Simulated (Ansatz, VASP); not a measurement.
## V2N3: VASP beside Ansatz

INCAR

```
PREC = Accurate
ENCUT = 520
EDIFF = 1E-6
ISMEAR = 0
SIGMA = 0.15
LREAL = False
LASPH = True
NELM = 60
ALGO = Normal
ISIF = 2
LWAVE = False
LCHARG = False
GGA = PS
NBANDS = 28
```

File KPOINTS:

```
Automatic mesh
0
Gamma
  24 24 10
```

File POSCAR:

```
V2N3
1.0
    2.8178710001      0.0000000000      0.0000000000
   -1.4089355001      2.4403478707      0.0000000000
    0.0000000000      0.0000000000      6.0299961445
V N
2 3
Direct
    0.6666666667      0.3333333333      0.3021155180
    0.3333333333      0.6666666667      0.6978844820
    0.0000000000      0.0000000000      0.5000000000
    0.0000000000      0.0000000000      0.1074399115
    0.0000000000      0.0000000000      0.8925600885
```

Input for Ansatz:

```yaml
crystal:
  lattice:
    - [2.8178710001, 0.0, 0.0]
    - [-1.4089355001, 2.4403478707, 0.0]
    - [0.0, 0.0, 6.0299961445]
  atoms:
    - { symbol: V, position: [0.6666666667, 0.3333333333, 0.302115518] }
    - { symbol: V, position: [0.3333333333, 0.6666666667, 0.697884482] }
    - { symbol: "N", position: [0.0, 0.0, 0.5] }
    - { symbol: "N", position: [0.0, 0.0, 0.1074399115] }
    - { symbol: "N", position: [0.0, 0.0, 0.8925600885] }
basis:
  ecutwfc: 420
kpoints:
  mp_grid: { grid: [24, 24, 10] }
hamiltonian:
  xc: pbesol
scf:
  occupations: { method: gaussian, width: 0.15 }
output:
  forces: true
  stress: true
  eigenvalues: true
```

Alike in both runs: task single point; functional PBEsol; k mesh 24 × 24 × 10; occupations gaussian, width 0.15 eV; no spin polarisation.

|  | VASP | Ansatz |
| --- | --- | --- |
| version | VASP 6.6.1 | Ansatz 0.2.0 |
| potentials or method | VASP PAW PBE potentials, release 64 (V_sv, N), cutoff 520 eV | scalar-relativistic, plane waves, PAW |
| valence electrons in the cell | 41 | 41 |

Ansatz gave:

- gap on the k mesh at the Fermi level (eV): none
- pressure (GPa): 4.5
- traceless stress, the component that is largest in VASP (GPa): 20.09
- rms of the force components (eV/Å): 0.416

Task: Estimate VASP's values.

Result: gap on the k mesh at the Fermi level (eV): none; pressure (GPa): 5.3; traceless stress, the component that is largest in VASP (GPa): 20.56; rms of the force components (eV/Å): 0.448.

VASP's potentials were made for PBE, not for PBEsol. Atom by atom the forces differ by 0.034 eV/Å (rms over components). A gap of «none» marks a metal or a gap that the smearing closes. The functional is the same, so the differences come from potentials, cutoffs and numerics.
